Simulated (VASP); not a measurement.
Input of a VASP 6.6.1 run:

INCAR

```
PREC = Accurate ; ENCUT = 520
EDIFF = 1E-6 ; ISMEAR = 0
SIGMA = 0.1 ; LREAL = False
LASPH = True ; NELM = 100
ALGO = Normal ; ISIF = 2
LWAVE = False ; LCHARG = False
GGA = PE ; NBANDS = 31
```

The input KPOINTS:

```
regular mesh
0
Gamma
  12 12 6
```

File POSCAR:

```
Sn2TeO2
1.0
    4.1267324963      0.0000000000      0.0000000000
   -2.0633662482      3.5738551764      0.0000000000
    0.0000000000      0.0000000000      7.6979060315
Sn Te O
2 1 2
Direct
    0.0000000000      0.0000000000      0.7078029896
    0.0000000000      0.0000000000      0.2921970104
    0.6666666667      0.3333333333      0.0000000000
    0.0000000000      0.0000000000      0.0000000000
    0.3333333333      0.6666666667      0.0000000000
```

Potentials or basis: VASP PAW PBE potentials, release 64 (Sn_d, Te, O).

Run with:

```console
$ cat potpaw_PBE.64/Sn_d/POTCAR potpaw_PBE.64/Te/POTCAR potpaw_PBE.64/O/POTCAR > POTCAR
$ mpirun -np 1 vasp_std > vasp.out
```

(1) What does it give for the pressure?

(2) What does it give for the largest force?

(3) What does it give for the band gap on the k mesh?

## Answers

(1) -0.2 GPa.

(2) 0.021 eV/Å.

(3) zero (bands 23 and 24 overlap by 2.93 eV).

Caveat: spin-orbit coupling is left out, which moves the levels of the heavy elements.
